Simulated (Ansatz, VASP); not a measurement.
## Ti in VASP and in Ansatz

INCAR

```
  PREC = Accurate
  ENCUT = 600
  EDIFF = 1E-7
  ISMEAR = -1
  SIGMA = 0.05
  LREAL = False
  LASPH = True
  NELM = 80
  ALGO = Normal
  ISIF = 3
  LWAVE = False
  LCHARG = False
  GGA = RP
  IVDW = 12
  IBRION = 2
  NSW = 80
  EDIFFG = -0.02
```

Contents of KPOINTS:

```
regular mesh
0
Gamma
  11 11 11
```

Contents of POSCAR:

```
Ti
1.0
   -1.6410000000      1.6410000000      1.6410000000
    1.6410000000     -1.6410000000      1.6410000000
    1.6410000000      1.6410000000     -1.6410000000
Ti
1
Direct
    0.0000000000      0.0000000000      0.0000000000
```

The input input.yaml:

```yaml
crystal:
  lattice:
    - [-1.641, 1.641, 1.641]
    - [1.641, -1.641, 1.641]
    - [1.641, 1.641, -1.641]
  atoms:
    - { symbol: Ti, position: [0.0, 0.0, 0.0] }
kpoints:
  mp_grid: { grid: [11, 11, 11] }
scf:
  occupations: { method: fermi_dirac, width: 0.05 }
hamiltonian:
  xc: rpbe
  dispersion: d3bj
  pseudopotentials: { kind: all_electron, lapw: { basis_error: 0.001 } }
output:
  forces: true
  stress: true
relax:
  f_tol: 0.02
  max_steps: 60
  cell: {}
```

Alike in both runs: task relaxation of cell and atoms; functional RPBE; dispersion D3(BJ); k mesh 11 × 11 × 11; occupations fermi-dirac, width 0.05 eV; no spin polarisation.

|  | VASP | Ansatz |
| --- | --- | --- |
| version | VASP 6.6.1 | Ansatz 0.2.0 |
| potentials or method | VASP PAW PBE potentials, release 64 (Ti_sv), cutoff 600 eV | all-electron LAPW, scalar-relativistic |

Ansatz gave:

| Property | Result |
| --- | --- |
| relaxed volume (Å³/atom) | 12.42 |
| relaxed cell length with the largest relative difference (Å) | 2.527 |

Question: What did VASP give for the same quantities?

Answer: Relaxed volume (Å³/atom): 12.36; relaxed cell length with the largest relative difference (Å): 2.523.

VASP's potentials were made for PBE, not for RPBE. Ansatz ran all-electron here, and VASP with PAW potentials.

Noted on VASP's run: the volume moved by over 15 % at a fixed basis, so the end points are rough. Noted on Ansatz's run: the volume moved by over 15 % at a fixed basis, so the end points are rough.
